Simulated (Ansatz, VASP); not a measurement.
# GaMo in VASP and in Ansatz

```xyz
4
Lattice="3.8819 0.0000 0.0000 -1.9410 3.3618 0.0000 0.0000 0.0000 5.2254" Properties=species:S:1:pos:R:3 pbc="T T T"
Ga    0.0000    0.0000    0.0000
Ga    0.0000    0.0000    2.6127
Mo    0.0000    2.2412    1.3064
Mo    1.9410    1.1206    3.9191
```

Change from the starting cell: species swapped into the CuSn type (P6_3/mmc, No. 194).

Alike in both runs: functional PBE; k mesh 6 × 6 × 4; occupations gaussian, width 0.2 eV; no spin polarisation.

Ansatz relaxed the structure, and its values are those at the end. VASP's run is a single point on that final structure, the one shown.

```csv
,VASP,Ansatz
version,VASP 6.6.1,Ansatz 0.2.0
potentials or method,"VASP PAW PBE potentials, release 64 (Ga_d, Mo_sv), cutoff 520 eV","scalar-relativistic, plane waves, PAW"
valence electrons in the cell,54,54
```

Ansatz gave:

```
gap on the k mesh at the Fermi level (eV) : none
pressure (GPa)                            : -0.1
```

Q: What did VASP give for the same quantities?

A: gap on the k mesh at the Fermi level (eV): none; pressure (GPa): 0.3.

A gap of «none» marks a metal or a gap that the smearing closes. The functional is the same, so the differences come from potentials, cutoffs and numerics.
